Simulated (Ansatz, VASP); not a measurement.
# Si5Sn: VASP beside Ansatz

```
CELL_PARAMETERS angstrom
6.60652 -0.03576 0.53756
-0.01734 7.47181 0.66709
0.52576 0.70337 7.23966
ATOMIC_POSITIONS crystal
Si 0.56462 0.31738 0.46356
Si 0.28364 0.84167 0.48899
Si 0.16529 0.77145 0.20941
Si 0.43545 0.56214 0.13999
Si 0.71527 0.13355 0.71819
Si 0.22923 0.16330 0.51529
Si 0.77571 0.74972 0.12571
Si 0.86715 0.04222 0.18204
Si 0.91931 0.96859 0.50211
Si 0.97648 0.58325 0.91403
Si 0.57446 0.63756 0.43972
Si 0.03246 0.13820 0.85123
Si 0.77265 0.68655 0.67071
Si 0.19898 0.85121 0.83260
Si 0.55124 0.83685 0.88071
Sn 0.99479 0.40474 0.29363
Sn 0.46385 0.12337 0.16359
Sn 0.34428 0.40166 0.83561
```

Alike in both runs: task single point; functional PBE; k mesh 5 × 5 × 5; occupations gaussian, width 0.1 eV; no spin polarisation.

```csv
,VASP,Ansatz
version,VASP 6.6.1,Ansatz 0.2.0
potentials or method,"VASP PAW PBE potentials, release 64 (Si, Sn_d), cutoff 520 eV","scalar-relativistic, plane waves, PAW"
valence electrons in the cell,102,102
```

```tsv
	VASP	Ansatz	Ansatz less VASP
gap on the k mesh at the Fermi level (eV)	none	none	-
rms of the force components (eV/Å)	0.115	0.115	0.0000
```

Atom by atom the forces differ by 0.005 eV/Å (rms over components). A gap of «none» marks a metal or a gap that the smearing closes.
